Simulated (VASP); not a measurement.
# H8C21F2 in VASP: single point with PBE

Aim: the single point of H8C21F2 with PBE.

Everything below comes from runs of VASP 6.6.1. Logs are shortened: lines on timing, memory, paths and dates and some standing lists are left out, and cuts for length are marked.

**1. The cell of the first run**

The cell holds a slab with vacuum, 31 atoms: a = 5.049 Å, b = 5.049 Å, c = 17.165 Å, α = 90.00°, β = 90.00°, γ = 90.00°.

**2. Single point, PBE**

File INCAR:

```
SYSTEM = H8C21F2
PREC = Accurate
ENCUT = 520
EDIFF = 1E-6
ISMEAR = 0
SIGMA = 0.05
LREAL = Auto
LASPH = .True.
NELM = 80
ALGO = Normal
ISIF = 2
LWAVE = .False.
LCHARG = .False.
GGA = PE
NBANDS = 74
```

File KPOINTS:

```
regular mesh
0
Gamma
  2 2 1
  0 0 0
```

File POSCAR:

```
H8C21F2
1.0
    5.0487420000      0.0000000000      0.0000000000
    0.0000000000      5.0487420000      0.0000000000
    0.0000000000      0.0000000000     17.1647000000
H C F
8 21 2
Direct
    0.4277868800      0.0000000000      0.0582591000
    0.0722131600      0.0000000000      0.0582591000
    0.9277869200      0.0000000000      0.0582591000
    0.5722132000      0.0000000000      0.0582591000
    0.4277868800      0.5000000400      0.0582591000
    0.0722131600      0.5000000400      0.0582591000
    0.9277869200      0.5000000400      0.0582591000
    0.5722132000      0.5000000400      0.0582591000
    0.2500000200      0.0000000000      0.0952361500
    0.7500000600      0.0000000000      0.0952361500
    0.2500000200      0.5000000400      0.0952361500
    0.7500000600      0.5000000400      0.0952361500
    0.2500000200      0.2500000200      0.1472324000
    0.7500000600      0.2500000200      0.1472324000
    0.2500000200      0.7500000600      0.1472324000
    0.7500000600      0.7500000600      0.1472324000
    0.0047630681      0.2504464443      0.1952049636
    0.4954548947      0.2497204980      0.1948373435
   -0.0002053462      0.7499343983      0.2041874486
    0.5002988984      0.7494469578      0.2039127659
    0.0010732441      0.0168135432      0.2527868675
    0.4996703614      0.0159971135      0.2527026365
    0.0011524134      0.4841826888      0.2539719986
    0.4978341681      0.4830911892      0.2530746360
    0.2508905966      0.0833359648      0.2995799882
    0.7499856588      0.1108261545      0.2931061930
    0.2515296761      0.4166571199      0.3021018737
    0.7489331015      0.3857261570      0.2921247334
    0.2903549454      0.4869695612      0.3873558861
    0.2491144109     -0.0287185503      0.3731316471
    0.0568076743      0.4954227888      0.4216452560
```

Potentials or basis: VASP PAW PBE potentials, release 64 (H, C, F).

On the command line:

```bash
$ cat potpaw_PBE.64/H/POTCAR potpaw_PBE.64/C/POTCAR potpaw_PBE.64/F/POTCAR > POTCAR
$ mpirun -np 1 vasp_std > vasp.out
```

OUTCAR:

```text
SYSTEM = H8C21F2
   PREC = Accurate
   ENCUT = 520
   EDIFF = 1E-6
   ISMEAR = 0
   LREAL = Auto
   LASPH = .True.
   NELM = 80
   ISIF = 2
   GGA = PE

 ion  position               nearest neighbor table
   1  0.428  0.000  0.058-   4 0.73   9 1.10
   2  0.072  0.000  0.058-   3 0.73   9 1.10
   3  0.928  0.000  0.058-   2 0.73  10 1.10
   4  0.572  0.000  0.058-   1 0.73  10 1.10
   5  0.428  0.500  0.058-   8 0.73  11 1.10
   6  0.072  0.500  0.058-   7 0.73  11 1.10
   7  0.928  0.500  0.058-   6 0.73  12 1.10
   8  0.572  0.500  0.058-   5 0.73  12 1.10
   9  0.250  0.000  0.095-   1 1.10   2 1.10  15 1.55  13 1.55
  10  0.750  0.000  0.095-   4 1.10   3 1.10  16 1.55  14 1.55
  11  0.250  0.500  0.095-   5 1.10   6 1.10  15 1.55  13 1.55
  12  0.750  0.500  0.095-   8 1.10   7 1.10  16 1.55  14 1.55
  13  0.250  0.250  0.147-  18 1.48  17 1.49   9 1.55  11 1.55
  14  0.750  0.250  0.147-  18 1.52  17 1.53  10 1.55  12 1.55
[... 9 lines left out ...]
  24  0.498  0.483  0.253-  28 1.52  27 1.54  18 1.55  20 1.59
  25  0.251  0.083  0.300-  30 1.38  22 1.53  21 1.53  27 1.68
  26  0.750  0.111  0.293-  28 1.39  22 1.52  21 1.52
  27  0.252  0.417  0.302-  29 1.52  24 1.54  23 1.55  25 1.68
  28  0.749  0.386  0.292-  26 1.39  23 1.52  24 1.52
  29  0.290  0.487  0.387-  31 1.32  27 1.52
  30  0.249  0.971  0.373-  25 1.38
  31  0.057  0.495  0.422-  29 1.32

  LATTYP: Found a simple tetragonal cell.
 ALAT       =     5.0487420000
 C/A-ratio  =     3.3997974149

  Lattice vectors:

 A1 = (   5.0487420000,   0.0000000000,   0.0000000000)
 A2 = (   0.0000000000,   5.0487420000,   0.0000000000)
 A3 = (   0.0000000000,   0.0000000000,  17.1647000000)

Analysis of symmetry for initial positions (statically):
=====================================================================
 Subroutine PRICEL returns:
 Original cell was already a primitive cell.

 Routine SETGRP: Setting up the symmetry group for a
 simple tetragonal supercell.

 Subroutine GETGRP returns: Found  1 space group operations
 (whereof  1 operations were pure point group operations)
 out of a pool of 16 trial point group operations.

The static configuration has the point symmetry C_1 .

Analysis of symmetry for dynamics (positions and initial velocities):
=====================================================================
 Subroutine PRICEL returns:
 Original cell was already a primitive cell.

 Routine SETGRP: Setting up the symmetry group for a
 simple tetragonal supercell.

 Subroutine GETGRP returns: Found  1 space group operations
 (whereof  1 operations were pure point group operations)
 out of a pool of 16 trial point group operations.

The dynamic configuration has the point symmetry C_1 .

 Subroutine INISYM returns: Found  1 space group operations
 (whereof  1 operations are pure point group operations),
 and found     1 'primitive' translations

----------------------------------------------------------------------------------------

                                     Primitive cell

  volume of cell :     437.5247

  direct lattice vectors                    reciprocal lattice vectors
     5.048742000  0.000000000  0.000000000     0.198069143  0.000000000  0.000000000
     0.000000000  5.048742000  0.000000000     0.000000000  0.198069143  0.000000000
     0.000000000  0.000000000 17.164700000     0.000000000  0.000000000  0.058259102

  length of vectors
     5.048742000  5.048742000 17.164700000     0.198069143  0.198069143  0.058259102

  position of ions in fractional coordinates (direct lattice)
     0.427786880  0.000000000  0.058259100
     0.072213160  0.000000000  0.058259100
     0.927786920  0.000000000  0.058259100
     0.572213200  0.000000000  0.058259100
     0.427786880  0.500000040  0.058259100
     0.072213160  0.500000040  0.058259100
[... 23 lines left out ...]
     0.249114411  0.971281450  0.373131647
     0.056807674  0.495422789  0.421645256

  ion indices of the primitive-cell ions
   primitive index   ion index
                 1           1
                 2           2
                 3           3
                 4           4
                 5           5
                 6           6
[... 23 lines left out ...]
                30          30
                31          31

----------------------------------------------------------------------------------------

 KPOINTS: regular mesh

Automatic generation of k-mesh.
 Grid dimensions read from file:
 generate k-points for:    2    2    1

 Generating k-lattice:

  Cartesian coordinates                     Fractional coordinates (reciprocal lattice)
     0.099034571  0.000000000  0.000000000     0.500000000  0.000000000  0.000000000
     0.000000000  0.099034571  0.000000000     0.000000000  0.500000000  0.000000000
     0.000000000  0.000000000  0.058259102     0.000000000  0.000000000  1.000000000

  Length of vectors
     0.099034571  0.099034571  0.058259102

  Shift w.r.t. Gamma in fractional coordinates (k-lattice)
     0.000000000  0.000000000  0.000000000

 Subroutine IBZKPT returns following result:
 ===========================================

 Found      4 irreducible k-points:

 Following reciprocal coordinates:
            Coordinates               Weight
  0.000000  0.000000  0.000000      1.000000
  0.500000  0.000000  0.000000      1.000000
  0.000000  0.500000  0.000000      1.000000
  0.500000  0.500000  0.000000      1.000000
   k-points           NKPTS =      4   k-points in BZ     NKDIM =      4   number of bands    NBANDS=     74
   number of dos      NEDOS =    301   number of ions     NIONS =     31
   total plane-waves  NPLWV = 204800
   dimension x,y,z NGX =    40 NGY =   40 NGZ =  128
   dimension x,y,z NGXF=    80 NGYF=   80 NGZF=  256
   ions per type =               8  21   2
   NGX,Y,Z   is equivalent  to a cutoff of  13.17, 13.17, 12.40 a.u.
   NGXF,Y,Z  is equivalent  to a cutoff of  26.34, 26.34, 24.79 a.u.
 SYSTEM =  H8C21F2
   PREC   = accura    normal or accurate (medium, high low for compatibility)
   ISTART =      0    job   : 0-new  1-cont  2-samecut
   ICHARG =      2    charge: 1-file 2-atom 10-const
   ISPIN  =      1    spin polarized calculation?
   LNONCOLLINEAR =      F non collinear calculations
   LSORBIT =      F    spin-orbit coupling
   LASPH  =      T    aspherical Exc in radial PAW
   ENCUT  =  520.0 eV  38.22 Ry    6.18 a.u.   9.39  9.39 31.91*2*pi/ulx,y,z
   NELM   =     80;   NELMIN=  2; NELMDL= -5     # of ELM steps
   EDIFF  = 0.1E-05   stopping-criterion for ELM
   LREAL  =      T    real-space projection
   EDIFFG = 0.1E-04   stopping-criterion for IOM
   NSW    =      0    number of steps for IOM
   IBRION =     -1    ionic relax: 0-MD 1-quasi-New 2-CG
   NFREE  =      0    steps in history (QN), initial steepest desc. (CG)
   ISIF   =      2    stress and relaxation
   ISYM   =      2    0-nonsym 1-usesym 2-fastsym
   POTIM  = 0.5000    time-step for ionic-motion
   TEBEG  =    0.0;   TEEND  =   0.0 temperature during run
   PSTRESS=    0.0 pullay stress
   NELECT =     106.0000    total number of electrons
   NUPDOWN=      -1.0000    fix difference up-down
   EMIN   =  10.00;   EMAX   =-10.00  energy-range for DOS
   EFERMI =   0.00;   METHOD = LEGACY
   ISMEAR =     0;   SIGMA  =   0.05  broadening in eV -4-tet -1-fermi 0-gaus
   EFERMI_NEDOS =   21; number of points for ismear=-14 and -15
   IALGO  =     38    algorithm
   IMIX   =      4    mixing-type and parameters
     AMIX     =   0.40;   BMIX     =  1.00
     AMIX_MAG =   1.60;   BMIX_MAG =  1.00
  volume/ion in A,a.u.               =      14.11        95.24
  Fermi-wavevector in a.u.,A,eV,Ry     =   1.020570  1.928597 14.171313  1.041562
  Thomas-Fermi vector in A             =   2.154146
   LORBIT       =      0    0 simple, 1 ext, 2 COOP (PROOUT), +10 PAW based schemes
   GGA     = PE    functional components
   LHFCALC =     F    Hartree Fock is set to
   AEXX    =    0.0000 exact exchange contribution
   IVDW    =     0    specifies the selected vdW correction
   LEPSILON=     F    determine dielectric tensor
   LRPA    =     F    only Hartree local field effects (RPA)
 non-spin polarized calculation
 Gauss-broadening in eV      SIGMA  =   0.05
  energy-cutoff  :      520.00
  volume of cell :      437.52
 maximum number of plane-waves:     11843
 NGX is ok and might be reduce to    40
   NGX = 19   NGY = 19   NGZ = 63

 number of electron     106.0000004 magnetization

 Free energy of the ion-electron system (eV)
  ---------------------------------------------------
  ext. energy  EPLUGINS =         0.00000000
  ---------------------------------------------------
  free energy    TOTEN  =      -205.62747628 eV

  energy without entropy =     -205.62747628  energy(sigma->0) =     -205.62747628

 E-fermi :   0.5357     XC(G=0):  -5.4900

 val. band max:        0.2122131029   @ k =   0.0000   0.5000   0.0000
 cond. band min:       1.3613454062   @ k =   0.0000   0.5000   0.0000
 fundamental gap:      1.1491323033
 Fermi energy:         0.5357053810

 k-point     1 :       0.0000    0.0000    0.0000
  band No.  band energies     occupation
      1     -26.9402      2.00000
      2     -26.0804      2.00000
      3     -21.0591      2.00000
      4     -18.8193      2.00000
      5     -16.8902      2.00000
      6     -16.5041      2.00000
[... 57 lines left out ...]
     64       5.3130      0.00000
     65       5.5145      0.00000

 k-point     2 :       0.5000    0.0000    0.0000
  band No.  band energies     occupation
      1     -26.9394      2.00000
      2     -26.0781      2.00000
      3     -19.9934      2.00000
      4     -19.8730      2.00000
      5     -17.7645      2.00000
      6     -17.6442      2.00000
[... 57 lines left out ...]
     64       6.0502      0.00000
     65       6.2309      0.00000

 k-point     3 :       0.0000    0.5000    0.0000
  band No.  band energies     occupation
      1     -26.9215      2.00000
      2     -26.0999      2.00000
      3     -20.5454      2.00000
      4     -19.1303      2.00000
      5     -18.0912      2.00000
      6     -16.6857      2.00000
[... 57 lines left out ...]
     64       6.0591      0.00000
     65       6.1848      0.00000

 k-point     4 :       0.5000    0.5000    0.0000
  band No.  band energies     occupation
      1     -26.9210      2.00000
      2     -26.0976      2.00000
      3     -19.5265      2.00000
      4     -19.3314      2.00000
      5     -18.0236      2.00000
      6     -17.9806      2.00000
[... 57 lines left out ...]
     64       6.6543      0.00000
     65       6.9319      0.00000
 [bands above 65 left out]

------------------------ aborting loop because EDIFF is reached ----------------------------------------

  FORCE on cell =-STRESS in cart. coord.  units (eV):
  Direction    XX          YY          ZZ          XY          YZ          ZX
  --------------------------------------------------------------------------------------
  -------------------------------------------------------------------------------------
  Total       77.3404123     -4.8185081     -4.0958279     -0.0909532     -0.1343593     -0.2647122
  in kB      283.2138526    -17.6449568    -14.9985648     -0.3330628     -0.4920120     -0.9693529
  external PRESSURE =      83.5234437 kB  Pullay stress =       0.0000000 kB

 VOLUME and BASIS-vectors are now :
 -----------------------------------------------------------------------------
  energy-cutoff  :      520.00
  volume of cell :      437.52
      direct lattice vectors                 reciprocal lattice vectors
     5.048742000  0.000000000  0.000000000     0.198069143  0.000000000  0.000000000
     0.000000000  5.048742000  0.000000000     0.000000000  0.198069143  0.000000000
     0.000000000  0.000000000 17.164700000     0.000000000  0.000000000  0.058259102

 POSITION                                       TOTAL-FORCE (eV/Angst)
 -----------------------------------------------------------------------------------
      2.15979      0.00000      1.00000        -8.964367     -0.057100      0.064711
      0.36459      0.00000      1.00000         8.964377     -0.060658      0.056813
      4.68416      0.00000      1.00000        -8.944220     -0.047610      0.067905
      2.88896      0.00000      1.00000         8.944945     -0.043029      0.074915
      2.15979      2.52437      1.00000        -8.962049      0.061905      0.062279
      0.36459      2.52437      1.00000         8.963375      0.063514      0.057399
[... 23 lines left out ...]
      1.25771      4.90375      6.40469         0.007400     -0.150845      0.315911
      0.28681      2.50126      7.23741        -0.408588      0.018134      0.198449
 -----------------------------------------------------------------------------------
    total drift:                                0.004784     -0.001562     -0.046882

  FREE ENERGIE OF THE ION-ELECTRON SYSTEM (eV)
  ---------------------------------------------------
  free  energy   TOTEN  =      -205.6274762836 eV

  energy  without entropy=     -205.6274762836  energy(sigma->0) =     -205.62747628
```

Wall time 4.2 min (1 thread of Intel Xeon Platinum 8259CL at 2.50GHz (Skylake/Cascade Lake), shared host); peak memory 0.5 GiB.

Results:

```yaml
Free_energy: -205.6275 eV
Largest_force: 8.965 eV/Å
Band_gap_on_the_k_mesh: 1.15 eV
```

Forces on the atoms (eV/Å):
```
H   -8.964 -0.057  0.065
H    8.964 -0.061  0.057
H   -8.944 -0.048  0.068
H    8.945 -0.043  0.075
H   -8.962  0.062  0.062
H    8.963  0.064  0.057
H   -8.944  0.040  0.067
H    8.940  0.045  0.069
C   -0.040 -0.173  0.941
C    0.033 -0.113  1.063
C   -0.020  0.177  0.914
C    0.018  0.094  1.055
C   -0.019  0.090 -3.683
C    0.023  0.006 -2.605
C    0.001 -0.046  0.847
C    0.006 -0.045  0.825
C   -0.010  0.000 -0.008
C    0.018  0.003 -0.006
C    0.003  0.000  0.005
C   -0.003  0.005  0.014
C    0.005 -0.038  0.003
C   -0.002 -0.041  0.000
C    0.010  0.025 -0.006
C   -0.002  0.039  0.002
C   -0.015  0.160 -0.291
C    0.001 -0.059  0.044
C   -0.017 -0.006 -0.017
C   -0.004  0.056  0.023
C    0.417 -0.004 -0.153
F    0.007 -0.151  0.316
F   -0.409  0.018  0.198
```

Levels at points of the mesh, in eV from the valence-band top:
| k point | band 51 | band 52 | band 53 | band 54 | band 55 | band 56 |
| --- | --- | --- | --- | --- | --- | --- |
| (0.00, 0.00, 0.00) | -0.55 | -0.31 | -0.07 | 1.33 | 1.80 | 2.42 |
| (0.50, 0.00, 0.00) | -2.23 | -1.03 | -0.55 | 1.34 | 1.80 | 3.61 |
| (0.00, 0.50, 0.00) | -0.33 | -0.25 | 0.00 | 1.15 | 1.58 | 3.32 |
| (0.50, 0.50, 0.00) | -2.62 | -0.78 | -0.49 | 1.15 | 1.72 | 4.29 |

Caveat: the k points lie up to 0.62 Å⁻¹ apart; there is no dipole correction, which matters where the two faces differ.
